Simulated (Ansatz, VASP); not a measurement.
# MgH2 in VASP and in Ansatz

The input INCAR:

```
PREC = Accurate ; ENCUT = 520
EDIFF = 1E-6 ; ISMEAR = 0
SIGMA = 0.05 ; LREAL = F
LASPH = T ; NELM = 60
ALGO = Normal ; ISIF = 2
LWAVE = F ; LCHARG = F
NBANDS = 9
```

KPOINTS

```
Automatic mesh
0
Gamma
  12 12 12
```

Contents of POSCAR:

```
MgH2
1.0
    0.0000000000      2.3810671667      2.3810671667
    2.3810671667      0.0000000000      2.3810671667
    2.3810671667      2.3810671667      0.0000000000
Mg H
1 2
Direct
    0.0000000000      0.0000000000      0.0000000000
    0.7500000000      0.7500000000      0.7500000000
    0.2500000000      0.2500000000      0.2500000000
```

Input for Ansatz:

```yaml
crystal:
  lattice:
    - [0.0, 2.3810671667, 2.3810671667]
    - [2.3810671667, 0.0, 2.3810671667]
    - [2.3810671667, 2.3810671667, 0.0]
  atoms:
    - { symbol: Mg, position: [0.0, 0.0, 0.0] }
    - { symbol: H, position: [0.75, 0.75, 0.75] }
    - { symbol: H, position: [0.25, 0.25, 0.25] }
basis:
  ecutwfc: 420
  fft_grid_basis: typed
kpoints:
  mp_grid: { grid: [12, 12, 12] }
hamiltonian:
  xc: lda
scf:
  occupations: { method: gaussian, width: 0.05 }
output:
  forces: true
  stress: true
  eigenvalues: true
  bader: true
  write_density: true
  volumetric_format: npy
```

Alike in both runs: task single point; functional LDA; k mesh 12 × 12 × 12; occupations gaussian, width 0.05 eV; no spin polarisation.

|  | VASP | Ansatz |
| --- | --- | --- |
| version | VASP 6.6.1 | Ansatz 0.2.0 |
| potentials or method | VASP PAW LDA potentials, release 64 (Mg, H), cutoff 520 eV | scalar-relativistic, plane waves, PAW |
| valence electrons in the cell | 4 | 12 |

```tsv
	VASP	Ansatz	Ansatz less VASP
gap on the k mesh at the Fermi level (eV)	none	none	-
pressure (GPa)	-4.1	-3.4	+0.75
```

LDA's correlation is that of Perdew and Zunger in VASP and of Perdew and Wang (1992) in Ansatz. A gap of «none» marks a metal or a gap that the smearing closes. VASP's potentials hold 4 valence electrons a cell and Ansatz's 12, so a difference there can come from the potentials and not from the codes.
